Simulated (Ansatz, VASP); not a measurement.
## Two plane-wave programs on Ge

INCAR

```
PREC = Accurate ; ENCUT = 500
EDIFF = 1E-6 ; ISMEAR = -1
SIGMA = 0.1 ; LREAL = F
LASPH = T ; NELM = 120
ALGO = Normal ; ISIF = 2
LWAVE = F ; LCHARG = T
LELF = T ; LVHAR = T
NBANDS = 21 ; GGA_COMPAT = F
```

The input KPOINTS:

```
regular mesh
0
Gamma
  12 12 7
```

POSCAR

```
Ge
1.0
    1.4880530000     -2.5946900000      0.0000000000
    1.4880530000      2.5946900000      0.0000000000
    0.0000000000      0.0000000000      4.7275960000
Ge
2
Direct
    0.6665530000      0.3334470000      0.2500000000
    0.3334470000      0.6665530000      0.7500000000
```

Input for Ansatz:

```yaml
crystal:
  lattice:
    - [1.488053, -2.59469, 0.0]
    - [1.488053, 2.59469, 0.0]
    - [0.0, 0.0, 4.727596]
  atoms:
    - { symbol: Ge, position: [0.666553, 0.333447, 0.25] }
    - { symbol: Ge, position: [0.333447, 0.666553, 0.75] }
basis:
  ecutwfc: 510.0
kpoints:
  mp_grid:
    grid: [12, 12, 7]
    shift: [0.0, 0.0, 0.0]
hamiltonian:
  xc: lda
scf:
  max_iter: 50
  occupations:
    method: fermi_dirac
output:
  stress: true
```

Alike in both runs: task single point; functional LDA; k mesh 12 × 12 × 7; no spin polarisation.

```csv
,VASP,Ansatz
version,VASP 6.6.1,Ansatz 0.2.0
potentials or method,"VASP PAW LDA potentials, release 64 (Ge_d), cutoff 500 eV","plane waves, PAW"
occupations,"fermi-dirac, width 0.1 eV",fermi-dirac
valence electrons in the cell,28,28
```

```csv
,VASP,Ansatz,Ansatz less VASP
pressure (GPa),-1.5,-1.4,+0.14
"traceless stress, the component that is largest in VASP (GPa)",-1.25,-1.26,-0.012
```

LDA's correlation is that of Perdew and Zunger in VASP and of Perdew and Wang (1992) in Ansatz.
